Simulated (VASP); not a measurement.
# Au (P2_1/m) in VASP: notebook

Au is run at these levels: PBEsol; tasks: single point.

Everything below comes from runs of VASP 6.6.1. Logs are shortened: lines on timing, memory, paths and dates and some standing lists are left out, and cuts for length are marked.

### Step 1. The cell of the first run

Symmetry: P2_1/m, No. 11, monoclinic system. The conventional cell has a = 2.900 Å, b = 4.880 Å, c = 2.900 Å, α = 90.00°, β = 120.00°, γ = 90.00°. Au (site symmetry m) has 12 Au at 2.85 to 3.04 Å within 3.8 Å.

### Step 2. Single point, PBEsol (atom 1 (Au) moved by (-0.200, +0.000) A along [1 1 0] and z)

Contents of INCAR:

```
SYSTEM = Au
ALGO = Normal ; EDIFF = 1E-6
ENCUT = 500 ; GGA = PS
GGA_COMPAT = .FALSE. ; ISIF = 2
ISMEAR = 0 ; LASPH = .TRUE.
LCHARG = .FALSE. ; LREAL = .FALSE.
LWAVE = .FALSE. ; NBANDS = 18
NELM = 120 ; PREC = Accurate
SIGMA = 0.15
```

Contents of KPOINTS:

```
k-points
0
G
  18 18 10
  0 0 0
```

Contents of POSCAR:

```
Au
1.0
    2.8999984104      0.0000000000      0.0000000000
   -1.4499992052      2.5114722944      0.0000000000
    0.0000000000      0.0000000000      4.8800000000
Au
2
Direct
    0.2564122517      0.6103565268      0.7500000000
    0.6666666667      0.3333333333      0.2500000000
```

Potentials or basis: VASP PAW PBE potentials, release 64 (Au).

On the command line:

```sh
$ cat potpaw_PBE.64/Au/POTCAR > POTCAR
$ mpirun -np 1 vasp_std > vasp.out
```

OUTCAR:

```text
SYSTEM = Au
   EDIFF = 1E-6
   ENCUT = 500
   GGA = PS
   ISIF = 2
   ISMEAR = 0
   LASPH = .TRUE.
   LREAL = .FALSE.
   NELM = 120
   PREC = Accurate

 ion  position               nearest neighbor table
   1  0.256  0.610  0.750-   2 2.85   2 2.85   2 3.00   2 3.00   2 3.04   2 3.04
   2  0.667  0.333  0.250-   1 2.85   1 2.85   1 3.00   1 3.00   1 3.04   1 3.04

  LATTYP: Found a hexagonal cell.
 ALAT       =     2.8999984104
 C/A-ratio  =     1.6827595431

  Lattice vectors:

 A1 = (   2.8999984104,   0.0000000000,   0.0000000000)
 A2 = (  -1.4499992052,   2.5114722944,   0.0000000000)
 A3 = (   0.0000000000,   0.0000000000,   4.8800000000)

Analysis of symmetry for initial positions (statically):
=====================================================================
 Subroutine PRICEL returns:
 Original cell was already a primitive cell.

 Routine SETGRP: Setting up the symmetry group for a
 hexagonal supercell.

 Subroutine GETGRP returns: Found  4 space group operations
 (whereof  1 operations were pure point group operations)
 out of a pool of 24 trial point group operations.

The static configuration has the point symmetry C_1 .
 The point group associated with its full space group is C_2h.

Analysis of symmetry for dynamics (positions and initial velocities):
=====================================================================
 Subroutine PRICEL returns:
 Original cell was already a primitive cell.

 Routine SETGRP: Setting up the symmetry group for a
 hexagonal supercell.

 Subroutine GETGRP returns: Found  4 space group operations
 (whereof  1 operations were pure point group operations)
 out of a pool of 24 trial point group operations.

The dynamic configuration has the point symmetry C_1 .
 The point group associated with its full space group is C_2h.

 Subroutine INISYM returns: Found  4 space group operations
 (whereof  1 operations are pure point group operations),
 and found     1 'primitive' translations

----------------------------------------------------------------------------------------

                                     Primitive cell

  volume of cell :      35.5423

  direct lattice vectors                    reciprocal lattice vectors
     2.899998410  0.000000000  0.000000000     0.344827775  0.199086409  0.000000000
    -1.449999205  2.511472294  0.000000000     0.000000000  0.398172818  0.000000000
     0.000000000  0.000000000  4.880000000     0.000000000  0.000000000  0.204918033

  length of vectors
[... 77 lines left out ...]
   LNONCOLLINEAR =      F non collinear calculations
   LSORBIT =      F    spin-orbit coupling
   LASPH  =      T    aspherical Exc in radial PAW
   ENCUT  =  500.0 eV  36.75 Ry    6.06 a.u.   5.29  5.29  8.90*2*pi/ulx,y,z
   NELM   =    120;   NELMIN=  2; NELMDL= -5     # of ELM steps
   EDIFF  = 0.1E-05   stopping-criterion for ELM
   LREAL  =      F    real-space projection
   EDIFFG = 0.1E-04   stopping-criterion for IOM
   NSW    =      0    number of steps for IOM
   IBRION =     -1    ionic relax: 0-MD 1-quasi-New 2-CG
   NFREE  =      0    steps in history (QN), initial steepest desc. (CG)
   ISIF   =      2    stress and relaxation
   ISYM   =      2    0-nonsym 1-usesym 2-fastsym
   POTIM  = 0.5000    time-step for ionic-motion
   TEBEG  =    0.0;   TEEND  =   0.0 temperature during run
   PSTRESS=    0.0 pullay stress
   NELECT =      22.0000    total number of electrons
   NUPDOWN=      -1.0000    fix difference up-down
   EMIN   =  10.00;   EMAX   =-10.00  energy-range for DOS
   EFERMI =   0.00;   METHOD = LEGACY
   ISMEAR =     0;   SIGMA  =   0.15  broadening in eV -4-tet -1-fermi 0-gaus
   EFERMI_NEDOS =   21; number of points for ismear=-14 and -15
   IALGO  =     38    algorithm
   IMIX   =      4    mixing-type and parameters
     AMIX     =   0.40;   BMIX     =  1.00
     AMIX_MAG =   1.60;   BMIX_MAG =  1.00
  volume/ion in A,a.u.               =      17.77       119.93
  Fermi-wavevector in a.u.,A,eV,Ry     =   1.395191  2.636529 26.484537  1.946559
  Thomas-Fermi vector in A             =   2.518667
   LORBIT       =      0    0 simple, 1 ext, 2 COOP (PROOUT), +10 PAW based schemes
   GGA     = PS    functional components
   LHFCALC =     F    Hartree Fock is set to
   AEXX    =    0.0000 exact exchange contribution
   IVDW    =     0    specifies the selected vdW correction
   LEPSILON=     F    determine dielectric tensor
   LRPA    =     F    only Hartree local field effects (RPA)
 non-spin polarized calculation
 Gauss-broadening in eV      SIGMA  =   0.15
  energy-cutoff  :      500.00
  volume of cell :       35.54
 maximum number of plane-waves:       916
 NGX is ok and might be reduce to    24
   NGX = 11   NGY = 11   NGZ = 17

 number of electron      22.0000000 magnetization

 Free energy of the ion-electron system (eV)
  ---------------------------------------------------
  ext. energy  EPLUGINS =         0.00000000
  ---------------------------------------------------
  free energy    TOTEN  =        -7.79070462 eV

  energy without entropy =       -7.78100130  energy(sigma->0) =       -7.78585296

 E-fermi :   8.5489     XC(G=0): -12.6352

 val. band max:        8.5477069350   @ k =  -0.2222   0.5000   0.2000
 cond. band min:       8.5502700611   @ k =  -0.2778   0.3333  -0.3000
 fundamental gap:      0.0025631261
 Fermi energy:         8.5488598144

 k-point     1 :       0.0000    0.0000    0.0000
  band No.  band energies     occupation
      1      -0.8909      2.00000
      2       1.5472      2.00000
      3       3.8376      2.00000
      4       4.1929      2.00000
      5       4.2915      2.00000
      6       4.4525      2.00000
[... 481 lines left out ...]
      5       4.5122      2.00000
      6       4.7378      2.00000
[... 10 lines left out ...]
     17      20.8776      0.00000
     18      23.5475      0.00000

 [... further k-points ...]
[... 5 lines left out ...]
  --------------------------------------------------------------------------------------
  -------------------------------------------------------------------------------------
  Total       -1.4217970     -1.5110984     -1.2550943      0.0531421      0.0000000      0.0000000
  in kB      -64.0917608    -68.1172884    -56.5771364      2.3955391      0.0000000      0.0000000
  external PRESSURE =     -62.9287285 kB  Pullay stress =       0.0000000 kB

 VOLUME and BASIS-vectors are now :
 -----------------------------------------------------------------------------
  energy-cutoff  :      500.00
  volume of cell :       35.54
      direct lattice vectors                 reciprocal lattice vectors
     2.899998410  0.000000000  0.000000000     0.344827775  0.199086409  0.000000000
    -1.449999205  2.511472294  0.000000000     0.000000000  0.398172818  0.000000000
     0.000000000  0.000000000  4.880000000     0.000000000  0.000000000  0.204918033

 POSITION                                       TOTAL-FORCE (eV/Angst)
 -----------------------------------------------------------------------------------
     -0.14142      1.53289      3.66000         0.103596      0.053647     -0.000000
      1.45000      0.83716      1.22000        -0.103596     -0.053647      0.000000
 -----------------------------------------------------------------------------------
    total drift:                                0.000003      0.000005      0.000000

  FREE ENERGIE OF THE ION-ELECTRON SYSTEM (eV)
  ---------------------------------------------------
  free  energy   TOTEN  =        -7.7907046158 eV

  energy  without entropy=       -7.7810012994  energy(sigma->0) =       -7.78585296
```

OSZICAR:

```text
N       E                     dE             d eps       ncg     rms          rms(c)
DAV:   1     0.118269489023E+03    0.11827E+03   -0.11422E+04 35464   0.115E+03
DAV:   2    -0.645160143264E+01   -0.12472E+03   -0.11906E+03 37646   0.255E+02
DAV:   3    -0.846599373214E+01   -0.20144E+01   -0.20023E+01 41396   0.326E+01
DAV:   4    -0.847462981006E+01   -0.86361E-02   -0.86352E-02 38996   0.225E+00
DAV:   5    -0.847470844351E+01   -0.78633E-04   -0.78633E-04 39110   0.229E-01    0.119E+01
DAV:   6    -0.783354079110E+01    0.64117E+00   -0.12475E+00 36618   0.102E+01    0.759E+00
DAV:   7    -0.779582639098E+01    0.37714E-01   -0.94457E-02 39794   0.273E+00    0.354E+00
DAV:   8    -0.779072753653E+01    0.50989E-02   -0.68528E-03 36950   0.685E-01    0.395E-01
DAV:   9    -0.779069671911E+01    0.30817E-04   -0.43997E-05 39274   0.581E-02    0.169E-02
DAV:  10    -0.779070473801E+01   -0.80189E-05   -0.40625E-06 39352   0.165E-02    0.760E-03
DAV:  11    -0.779070461579E+01    0.12222E-06   -0.17299E-07 19122   0.317E-03
   1 F= -.77907046E+01 E0= -.77858530E+01  d E =-.970332E-02
```

stdout:

```text
POSCAR found type information on POSCAR Au
 POSCAR found :  1 types and       2 ions
 scaLAPACK will be used
 -----------------------------------------------------------------------------
|                                                                             |
|                                                                             |
|     You enforced a specific xc type in the INCAR file but a different       |
|     I HOPE YOU KNOW WHAT YOU ARE DOING!                                     |
|                                                                             |
 -----------------------------------------------------------------------------

 LDA part: xc-table for (Slater+PW92), standard interpolation
 POSCAR, INCAR and KPOINTS ok, starting setup
 FFT: planning ... GRIDC
 FFT: planning ... GRID_SOFT
 FFT: planning ... GRID
 WAVECAR not read
 entering main loop
```

Wall time 8.6 min (1 thread of Oxide Virtual Turin-like, shared host); peak memory 0.52 GiB.

What came out:

| Quantity | Value |
| --- | --- |
| Free energy | -7.7907 eV |
| Pressure | -6.3 GPa |
| Largest force | 0.117 eV/Å |
| Band gap on the k mesh | zero (bands 11 and 12 overlap by 6.40 eV) |

Forces on the atoms (eV/Å):
```
Au   0.104  0.054  0.000
Au  -0.104 -0.054  0.000
```

Caveat: the cell differs from its parent crystal (atom 1 (Au) moved by (-0.200, +0.000) A along [1 1 0] and z); the cell stands under tension; the PAW data sets were made with another functional, which shifts forces and pressure a little; spin-orbit coupling is left out, which moves the levels of the heavy elements.

### Step 3. Single point, PBEsol (atom 1 (Au) moved by (+0.200, +0.000) A along [1 1 0] and z)

Contents of INCAR:

```
PREC     = Accurate       # precision mode
ENCUT    = 500            # plane-wave cutoff, eV
EDIFF    = 1E-6           # SCF threshold, eV
ISMEAR   = 0              # smearing method
SIGMA    = 0.15           # smearing width, eV
LREAL    = F              # projectors in reciprocal space
LASPH    = T              # aspherical terms in the spheres
NELM     = 120            # most SCF steps
ALGO     = Normal         # electronic algorithm
ISIF     = 2              # what is computed and relaxed
LWAVE    = F              # write WAVECAR
LCHARG   = F              # write CHGCAR
GGA      = PS             # functional
NBANDS   = 18             # bands
GGA_COMPAT= F
```

Contents of KPOINTS:

```
regular mesh
0
Gamma
  18 18 10
```

POSCAR, as its differences from that of step 2:

```diff
@@ -8,3 +8,3 @@
 Direct
-    0.2564122517      0.6103565268      0.7500000000
+    0.4102544149      0.7229768066      0.7500000000
     0.6666666667      0.3333333333      0.2500000000
```

Potentials or basis: VASP PAW PBE potentials, release 64 (Au).

On the command line:

```sh
$ cat potpaw_PBE.64/Au/POTCAR > POTCAR
$ mpirun -np 1 vasp_std > vasp.out
```

OUTCAR:

```text
PREC = Accurate
   ENCUT = 500
   EDIFF = 1E-6
   ISMEAR = 0
   LREAL = F
   LASPH = T
   NELM = 120
   ISIF = 2
   GGA = PS

 ion  position               nearest neighbor table
   1  0.410  0.723  0.750-   2 2.89   2 2.89   2 2.94   2 2.94   2 3.07   2 3.07
   2  0.667  0.333  0.250-   1 2.89   1 2.89   1 2.94   1 2.94   1 3.07   1 3.07

  LATTYP: Found a hexagonal cell.
 ALAT       =     2.8999984104
 C/A-ratio  =     1.6827595431

  Lattice vectors:

 A1 = (   2.8999984104,   0.0000000000,   0.0000000000)
 A2 = (  -1.4499992052,   2.5114722944,   0.0000000000)
 A3 = (   0.0000000000,   0.0000000000,   4.8800000000)

Analysis of symmetry for initial positions (statically):
=====================================================================
 Subroutine PRICEL returns:
 Original cell was already a primitive cell.

 Routine SETGRP: Setting up the symmetry group for a
 hexagonal supercell.

 Subroutine GETGRP returns: Found  4 space group operations
 (whereof  1 operations were pure point group operations)
 out of a pool of 24 trial point group operations.

[... 156 lines left out ...]

 Free energy of the ion-electron system (eV)
  ---------------------------------------------------
  ext. energy  EPLUGINS =         0.00000000
  ---------------------------------------------------
  free energy    TOTEN  =        -7.79538304 eV

  energy without entropy =       -7.78607193  energy(sigma->0) =       -7.79072748

 E-fermi :   8.5478     XC(G=0): -12.6356

 val. band max:        8.5433095270   @ k =   0.5000   0.2778   0.2000
 cond. band min:       8.5501538304   @ k =  -0.4444   0.5000  -0.3000
 fundamental gap:      0.0068443034
 Fermi energy:         8.5477817379

 k-point     1 :       0.0000    0.0000    0.0000
  band No.  band energies     occupation
      1      -0.8912      2.00000
      2       1.5427      2.00000
      3       3.8297      2.00000
      4       4.1779      2.00000
      5       4.3032      2.00000
      6       4.5068      2.00000
[... 481 lines left out ...]
      5       4.4096      2.00000
      6       4.4443      2.00000
[... 10 lines left out ...]
     17      19.7769      0.00000
     18      23.7075      0.00000

 [... further k-points ...]
[... 5 lines left out ...]
  --------------------------------------------------------------------------------------
  -------------------------------------------------------------------------------------
  Total       -1.5169069     -1.4230805     -1.3162853     -0.0408592      0.0000000      0.0000000
  in kB      -68.3791247    -64.1496194    -59.3355059     -1.8418508      0.0000000      0.0000000
  external PRESSURE =     -63.9547500 kB  Pullay stress =       0.0000000 kB

 VOLUME and BASIS-vectors are now :
 -----------------------------------------------------------------------------
  energy-cutoff  :      500.00
  volume of cell :       35.54
      direct lattice vectors                 reciprocal lattice vectors
     2.899998410  0.000000000  0.000000000     0.344827775  0.199086409  0.000000000
    -1.449999205  2.511472294  0.000000000     0.000000000  0.398172818  0.000000000
     0.000000000  0.000000000  4.880000000     0.000000000  0.000000000  0.204918033

 POSITION                                       TOTAL-FORCE (eV/Angst)
 -----------------------------------------------------------------------------------
      0.14142      1.81574      3.66000        -0.006086     -0.055367      0.000000
      1.45000      0.83716      1.22000         0.006086      0.055367     -0.000000
 -----------------------------------------------------------------------------------
    total drift:                               -0.000004     -0.000005     -0.000000

  FREE ENERGIE OF THE ION-ELECTRON SYSTEM (eV)
  ---------------------------------------------------
  free  energy   TOTEN  =        -7.7953830406 eV

  energy  without entropy=       -7.7860719265  energy(sigma->0) =       -7.79072748
```

stdout:

```text
POSCAR found type information on POSCAR Au
 POSCAR found :  1 types and       2 ions
 scaLAPACK will be used
 -----------------------------------------------------------------------------
|                                                                             |
|                                                                             |
|     You enforced a specific xc type in the INCAR file but a different       |
|     I HOPE YOU KNOW WHAT YOU ARE DOING!                                     |
|                                                                             |
 -----------------------------------------------------------------------------

 LDA part: xc-table for (Slater+PW92), standard interpolation
 POSCAR, INCAR and KPOINTS ok, starting setup
 FFT: planning ... GRIDC
 FFT: planning ... GRID_SOFT
 FFT: planning ... GRID
 WAVECAR not read
 entering main loop
```

It took 10 min on 1 thread of Oxide Virtual Turin-like, shared host; peak memory 0.52 GiB.

What came out:

| Property | Result |
| --- | --- |
| Free energy | -7.7954 eV |
| Pressure | -6.4 GPa |
| Largest force | 0.056 eV/Å |
| Band gap on the k mesh | zero (bands 11 and 12 overlap by 6.42 eV) |

Forces in eV/Å, atoms in the order of the input:
```
Au  -0.006 -0.055  0.000
Au   0.006  0.055  0.000
```

Stress tensor (GPa, compression positive):
```
-6.84 -0.18  0.00
-0.18 -6.41  0.00
 0.00  0.00 -5.93
```

Levels at points of the mesh, in eV from the Fermi level:
```tsv
k point	band 8	band 9	band 10	band 11	band 12	band 13	band 14	band 15
(0.00, 0.00, 0.00)	-3.63	-3.03	-2.41	-1.83	-0.98	2.51	14.57	15.65
(0.50, 0.00, 0.00)	-1.81	-1.72	-1.69	0.03	1.75	5.25	6.21	7.49
(0.00, 0.50, 0.00)	-1.98	-1.82	-1.58	0.64	1.32	5.93	6.73	7.88
(0.50, 0.50, 0.00)	-2.02	-1.79	-1.61	0.48	1.45	5.71	6.95	7.41
(0.00, 0.00, 0.50)	-4.29	-2.62	-2.62	-2.46	-2.46	10.31	10.31	14.98
(0.50, 0.00, 0.50)	-2.72	-1.68	-1.68	0.93	0.93	3.50	3.50	13.35
(0.00, 0.50, 0.50)	-1.99	-1.69	-1.69	0.29	0.29	3.93	3.93	12.63
(0.50, 0.50, 0.50)	-2.13	-1.69	-1.69	0.44	0.44	3.84	3.84	12.74
```

Caveat: the cell differs from its parent crystal (atom 1 (Au) moved by (+0.200, +0.000) A along [1 1 0] and z); the cell stands under tension; the PAW data sets were made with another functional, which shifts forces and pressure a little; spin-orbit coupling is left out, which moves the levels of the heavy elements.
